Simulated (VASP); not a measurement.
# AlGa3N4 (P1) in VASP: further runs

The runs below take AlGa3N4 through single point, with PBEsol.

Everything below comes from runs of VASP 6.6.1. Logs are shortened: lines on timing, memory, paths and dates and some standing lists are left out, and cuts for length are marked.

## Step 1: The cell of the first run

The typed cell holds 16 atoms: a = 3.165 Å, b = 5.478 Å, c = 10.304 Å, α = 89.96°, β = 86.48°, γ = 90.00°.

## Step 2: Single point, PBEsol (the part above a cut slid along it)

INCAR reads:

```
SYSTEM = AlGa3N4
PREC = Accurate ; ENCUT = 520
EDIFF = 1E-6 ; ISMEAR = 0
SIGMA = 0.05 ; LREAL = Auto
LASPH = .TRUE. ; NELM = 80
ALGO = Normal ; ISIF = 2
LWAVE = .FALSE. ; LCHARG = .FALSE.
GGA = PS ; NBANDS = 76
LUSENCCL = .FALSE.
```

KPOINTS reads:

```
regular mesh
0
G
  8 5 3
  0 0 0
```

POSCAR reads:

```
AlGa3N4
1.0
    0.0000000000     -3.1649847989      0.0000000000
    0.0035856878      0.0000000000     -5.4784941327
   10.2847023913     -0.6329969598      0.0002430091
Al Ga N
2 6 8
Direct
    0.3308696577      0.3326423761      0.8456517113
    0.4308696577      0.3326423761      0.3456517113
    0.4810183297      0.6650804199      0.0949083513
    0.3810183297      0.6650804199      0.5949083513
   -0.0189727385      0.1684429999      0.0948636924
   -0.1189727385      0.1684429999      0.5948636924
   -0.0690561781      0.8338194712      0.3452808907
   -0.1690561781      0.8338194712      0.8452808907
    0.3189631247      0.6599025845      0.9051843767
    0.4189631247      0.6599025845      0.4051843767
   -0.1808345979      0.1736239410      0.9041729896
   -0.0808345979      0.1736239410      0.4041729896
   -0.0311143639      0.8337837128      0.1555718196
   -0.1311143639      0.8337837128      0.6555718196
    0.4678067653      0.3327034946      0.1609661733
    0.3678067653      0.3327034946      0.6609661733
```

Potentials or basis: VASP PAW PBE potentials, release 64 (Al, Ga_d, N).

The run is started by

```bash
$ cat potpaw_PBE.64/Al/POTCAR potpaw_PBE.64/Ga_d/POTCAR potpaw_PBE.64/N/POTCAR > POTCAR
$ mpirun -np 1 vasp_std > vasp.out
```

OUTCAR:

```text
SYSTEM = AlGa3N4
   PREC = Accurate
   ENCUT = 520
   EDIFF = 1E-6
   ISMEAR = 0
   LREAL = Auto
   LASPH = .TRUE.
   NELM = 80
   ISIF = 2
   GGA = PS

 ion  position               nearest neighbor table
   1  0.331  0.333  0.846-   9 1.89  16 1.90  11 1.90  11 1.90   5 2.88
   2  0.431  0.333  0.346-  10 1.89  15 1.90  12 1.90  12 1.90
   3  0.481  0.665  0.095-  13 1.94  13 1.94  15 1.94   9 2.05   8 2.89
   4  0.381  0.665  0.595-  14 1.94  14 1.94  16 1.94  10 1.95
   5  0.981  0.168  0.095-  13 1.94  15 1.94  15 1.94  11 2.06   1 2.88
   6  0.881  0.168  0.595-  14 1.94  16 1.94  16 1.94  12 1.96
   7  0.931  0.834  0.345-  10 1.95  10 1.95  13 1.95  12 1.96
   8  0.831  0.834  0.845-   9 1.95   9 1.95  14 1.95  11 1.96   3 2.89
   9  0.319  0.660  0.905-   1 1.89   8 1.95   8 1.95   3 2.05
  10  0.419  0.660  0.405-   2 1.89   7 1.95   7 1.95   4 1.95
  11  0.819  0.174  0.904-   1 1.90   1 1.90   8 1.96   5 2.06
  12  0.919  0.174  0.404-   2 1.90   2 1.90   7 1.96   6 1.96
  13  0.969  0.834  0.156-   3 1.94   3 1.94   5 1.94   7 1.95
  14  0.869  0.834  0.656-   4 1.94   4 1.94   6 1.94   8 1.95
  15  0.468  0.333  0.161-   2 1.90   3 1.94   5 1.94   5 1.94
  16  0.368  0.333  0.661-   1 1.90   4 1.94   6 1.94   6 1.94

  LATTYP: Found a triclinic cell.
 ALAT       =     6.3270087400
 B/A-ratio  =     0.8658902700
 C/A-ratio  =     1.6740600198
 COS(alpha) =     0.0006125830
 COS(beta)  =     0.1201123024
 COS(gamma) =     0.8658902700

  Lattice vectors:

 A1 = (  -0.0035856878,  -3.1649847989,   5.4784941327)
 A2 = (  -0.0035856878,  -0.0000000000,   5.4784941327)
 A3 = ( -10.2847023913,  -2.5319878391,  -0.0002430091)

Analysis of symmetry for initial positions (statically):
=====================================================================
 Subroutine PRICEL returns:
 Original cell was already a primitive cell.

 Routine SETGRP: Setting up the symmetry group for a
 triclinic supercell.

 Subroutine GETGRP returns: Found  1 space group operations
 (whereof  1 operations were pure point group operations)
 out of a pool of  2 trial point group operations.

The static configuration has the point symmetry C_1 .

Analysis of symmetry for dynamics (positions and initial velocities):
=====================================================================
 Subroutine PRICEL returns:
 Original cell was already a primitive cell.

 Routine SETGRP: Setting up the symmetry group for a
 triclinic supercell.

 Subroutine GETGRP returns: Found  1 space group operations
 (whereof  1 operations were pure point group operations)
 out of a pool of  2 trial point group operations.

The dynamic configuration has the point symmetry C_1 .

 Subroutine INISYM returns: Found  1 space group operations
 (whereof  1 operations are pure point group operations),
 and found     1 'primitive' translations

----------------------------------------------------------------------------------------

                                     Primitive cell

  volume of cell :     178.3301

  direct lattice vectors                    reciprocal lattice vectors
     0.000000000 -3.164984799  0.000000000    -0.019446357 -0.315957284 -0.000012728
     0.003585688  0.000000000 -5.478494133     0.000004313  0.000000000 -0.182531908
    10.284702391 -0.632996960  0.000243009     0.097231786  0.000000000  0.000063638

  length of vectors
     3.164984799  5.478495306 10.304163648     0.316555155  0.182531908  0.097231807

  position of ions in fractional coordinates (direct lattice)
     0.330869658  0.332642376  0.845651711
     0.430869658  0.332642376  0.345651711
     0.481018330  0.665080420  0.094908351
     0.381018330  0.665080420  0.594908351
     0.981027262  0.168443000  0.094863692
     0.881027262  0.168443000  0.594863692
[... 8 lines left out ...]
     0.467806765  0.332703495  0.160966173
     0.367806765  0.332703495  0.660966173

  ion indices of the primitive-cell ions
   primitive index   ion index
                 1           1
                 2           2
                 3           3
                 4           4
                 5           5
                 6           6
[... 8 lines left out ...]
                15          15
                16          16

----------------------------------------------------------------------------------------

 KPOINTS: regular mesh

Automatic generation of k-mesh.
 Grid dimensions read from file:
 generate k-points for:    8    5    3

 Generating k-lattice:

  Cartesian coordinates                     Fractional coordinates (reciprocal lattice)
    -0.002430795 -0.039494660 -0.000001591     0.125000000  0.000000000  0.000000000
     0.000000863  0.000000000 -0.036506382     0.000000000  0.200000000  0.000000000
     0.032410595  0.000000000  0.000021213     0.000000000  0.000000000  0.333333333

  Length of vectors
     0.039569394  0.036506382  0.032410602

  Shift w.r.t. Gamma in fractional coordinates (k-lattice)
     0.000000000  0.000000000  0.000000000

 Subroutine IBZKPT returns following result:
 ===========================================

 Found     61 irreducible k-points:

 Following reciprocal coordinates:
            Coordinates               Weight
  0.000000  0.000000  0.000000      1.000000
  0.125000  0.000000  0.000000      2.000000
  0.250000  0.000000  0.000000      2.000000
  0.375000  0.000000  0.000000      2.000000
  0.500000  0.000000  0.000000      1.000000
  0.000000  0.200000  0.000000      2.000000
[... 16 lines left out ...]
  0.125000  0.000000  0.333333      2.000000
  0.250000  0.000000  0.333333      2.000000
 [... further k-points ...]
   k-points           NKPTS =     61   k-points in BZ     NKDIM =     61   number of bands    NBANDS=     76
   number of dos      NEDOS =    301   number of ions     NIONS =     16
   total plane-waves  NPLWV =  80640
   dimension x,y,z NGX =    24 NGY =   42 NGZ =   80
   dimension x,y,z NGXF=    48 NGYF=   84 NGZF=  160
   ions per type =               2   6   8
   NGX,Y,Z   is equivalent  to a cutoff of  12.61, 12.74, 12.91 a.u.
   NGXF,Y,Z  is equivalent  to a cutoff of  25.21, 25.49, 25.81 a.u.
 SYSTEM =  AlGa3N4
   PREC   = accura    normal or accurate (medium, high low for compatibility)
   ISTART =      0    job   : 0-new  1-cont  2-samecut
   ICHARG =      2    charge: 1-file 2-atom 10-const
   ISPIN  =      1    spin polarized calculation?
   LNONCOLLINEAR =      F non collinear calculations
   LSORBIT =      F    spin-orbit coupling
   LASPH  =      T    aspherical Exc in radial PAW
   ENCUT  =  520.0 eV  38.22 Ry    6.18 a.u.   5.88 10.19 19.16*2*pi/ulx,y,z
   NELM   =     80;   NELMIN=  2; NELMDL= -5     # of ELM steps
   EDIFF  = 0.1E-05   stopping-criterion for ELM
   LREAL  =      T    real-space projection
   EDIFFG = 0.1E-04   stopping-criterion for IOM
   NSW    =      0    number of steps for IOM
[... 5 lines left out ...]
   TEBEG  =    0.0;   TEEND  =   0.0 temperature during run
   PSTRESS=    0.0 pullay stress
   NELECT =     124.0000    total number of electrons
   NUPDOWN=      -1.0000    fix difference up-down
   EMIN   =  10.00;   EMAX   =-10.00  energy-range for DOS
   EFERMI =   0.00;   METHOD = LEGACY
   ISMEAR =     0;   SIGMA  =   0.05  broadening in eV -4-tet -1-fermi 0-gaus
   EFERMI_NEDOS =   21; number of points for ismear=-14 and -15
   IALGO  =     38    algorithm
   IMIX   =      4    mixing-type and parameters
     AMIX     =   0.40;   BMIX     =  1.00
     AMIX_MAG =   1.60;   BMIX_MAG =  1.00
  volume/ion in A,a.u.               =      11.15        75.21
  Fermi-wavevector in a.u.,A,eV,Ry     =   1.450354  2.740771 28.620199  2.103525
  Thomas-Fermi vector in A             =   2.567975
   LORBIT       =      0    0 simple, 1 ext, 2 COOP (PROOUT), +10 PAW based schemes
   GGA     = PS    functional components
   LHFCALC =     F    Hartree Fock is set to
   AEXX    =    0.0000 exact exchange contribution
   IVDW    =     0    specifies the selected vdW correction
   LEPSILON=     F    determine dielectric tensor
   LRPA    =     F    only Hartree local field effects (RPA)
 non-spin polarized calculation
 Gauss-broadening in eV      SIGMA  =   0.05
  energy-cutoff  :      520.00
  volume of cell :      178.33
 maximum number of plane-waves:      4832
   NGX = 11   NGY = 21   NGZ = 39

 number of electron     123.9999975 magnetization

 Free energy of the ion-electron system (eV)
  ---------------------------------------------------
  ext. energy  EPLUGINS =         0.00000000
  ---------------------------------------------------
  free energy    TOTEN  =      -109.33613806 eV

  energy without entropy =     -109.33613806  energy(sigma->0) =     -109.33613806

 E-fermi :   5.7780     XC(G=0): -11.7481

 val. band max:        5.5576654292   @ k =   0.0000   0.0000   0.0000
 cond. band min:       7.6789174856   @ k =   0.0000   0.0000   0.0000
 fundamental gap:      2.1212520564
 Fermi energy:         5.7780259991

 k-point     1 :       0.0000    0.0000    0.0000
  band No.  band energies     occupation
      1     -10.3914      2.00000
      2      -9.8710      2.00000
      3      -9.6087      2.00000
      4      -9.4421      2.00000
      5      -9.2927      2.00000
      6      -9.1592      2.00000
[... 66 lines left out ...]
     73      13.4307      0.00000
     74      14.1077      0.00000

 k-point     2 :       0.1250    0.0000    0.0000
  band No.  band energies     occupation
      1     -10.2682      2.00000
      2      -9.7931      2.00000
      3      -9.5369      2.00000
      4      -9.4036      2.00000
      5      -9.2725      2.00000
      6      -9.1298      2.00000
[... 66 lines left out ...]
     73      13.4187      0.00000
     74      13.6811      0.00000

 k-point     3 :       0.2500    0.0000    0.0000
  band No.  band energies     occupation
      1      -9.9555      2.00000
      2      -9.6127      2.00000
      3      -9.4179      2.00000
      4      -9.2832      2.00000
      5      -9.2319      2.00000
      6      -9.0648      2.00000
[... 1606 lines left out ...]
     73      13.3892      0.00000
     74      13.6935      0.00000

 k-point    24 :       0.2500    0.0000    0.3333
  band No.  band energies     occupation
      1      -9.9131      2.00000
      2      -9.6877      2.00000
      3      -9.4156      2.00000
      4      -9.2724      2.00000
      5      -9.2204      2.00000
      6      -9.0607      2.00000
[... 66 lines left out ...]
     73      13.0940      0.00000
     74      13.2028      0.00000

 [... further k-points ...]

 [bands above 74 left out]

------------------------ aborting loop because EDIFF is reached ----------------------------------------

  FORCE on cell =-STRESS in cart. coord.  units (eV):
  Direction    XX          YY          ZZ          XY          YZ          ZX
  --------------------------------------------------------------------------------------
  -------------------------------------------------------------------------------------
  Total       -0.2520164     -2.4510198     -0.1891264      5.4478567     -0.7541642     -0.4675348
  in kB       -2.2642002    -22.0207866     -1.6991752     48.9453785     -6.7756655     -4.2004901
  external PRESSURE =      -8.6613874 kB  Pullay stress =       0.0000000 kB

 VOLUME and BASIS-vectors are now :
 -----------------------------------------------------------------------------
  energy-cutoff  :      520.00
  volume of cell :      178.33
      direct lattice vectors                 reciprocal lattice vectors
     0.000000000 -3.164984799  0.000000000    -0.019446357 -0.315957284 -0.000012728
     0.003585688  0.000000000 -5.478494133     0.000004313  0.000000000 -0.182531908
    10.284702391 -0.632996960  0.000243009     0.097231786  0.000000000  0.000063638

 POSITION                                       TOTAL-FORCE (eV/Angst)
 -----------------------------------------------------------------------------------
      8.69847     -1.58249     -1.82217        -0.175296     -0.126109     -0.139003
      3.55612     -1.58249     -1.82230         0.114297      0.049515     -0.016312
      0.97849     -1.58249     -3.64362        -0.351606      0.815189      0.120644
      6.12084     -1.58249     -3.64349         0.088403     -0.015017      0.002474
      0.97625     -3.16498     -0.92279        -0.287150      0.809818      0.091836
      6.11860     -3.16498     -0.92267         0.091446     -0.016695     -0.002833
[... 8 lines left out ...]
      1.65668     -1.58249     -1.82268         0.034741      0.246832     -0.133218
      6.79903     -1.58249     -1.82255        -0.105468     -0.043773      0.014908
 -----------------------------------------------------------------------------------
    total drift:                                0.012444     -0.002521     -0.003390

  FREE ENERGIE OF THE ION-ELECTRON SYSTEM (eV)
  ---------------------------------------------------
  free  energy   TOTEN  =      -109.3361380617 eV

  energy  without entropy=     -109.3361380617  energy(sigma->0) =     -109.33613806
```

Run time: 5.1 min. Hardware: 1 × NVIDIA H100 80GB with 1 thread of AMD EPYC 7R13 (Zen 3), shared host; peak memory 1.7 GiB.

Results:

```
Free energy            : -109.3361 eV
Pressure               : -0.9 GPa
Largest force          : 1.015 eV/Å
Band gap on the k mesh : 2.12 eV
```

Forces on the atoms (eV/Å):
```
Al  -0.175 -0.126 -0.139
Al   0.114  0.050 -0.016
Ga  -0.352  0.815  0.121
Ga   0.088 -0.015  0.002
Ga  -0.287  0.810  0.092
Ga   0.091 -0.017 -0.003
Ga   0.087  0.060 -0.019
Ga  -0.144 -0.162 -0.156
N    0.424 -0.884  0.208
N   -0.063  0.003 -0.013
N    0.394 -0.921  0.165
N   -0.067  0.000 -0.003
N    0.047  0.228 -0.133
N   -0.086 -0.045  0.013
N    0.035  0.247 -0.133
N   -0.105 -0.044  0.015
```

Levels at points of the mesh, in eV from the valence-band top:
| k point | band 58 | band 59 | band 60 | band 61 | band 62 | band 63 | band 64 | band 65 | band 66 | band 67 |
| --- | --- | --- | --- | --- | --- | --- | --- | --- | --- | --- |
| (0.00, 0.00, 0.00) | -0.56 | -0.53 | -0.24 | -0.18 | 0.00 | 2.12 | 3.94 | 4.30 | 4.36 | 4.54 |
| (0.50, 0.00, 0.00) | -1.94 | -1.77 | -1.71 | -1.21 | -1.06 | 4.61 | 4.81 | 5.56 | 5.60 | 6.02 |

Caveat: the cell differs from its parent crystal (the part above a cut slid along it); the PAW data sets were made with another functional, which shifts forces and pressure a little.

(Part 1 of 2 ends here.)
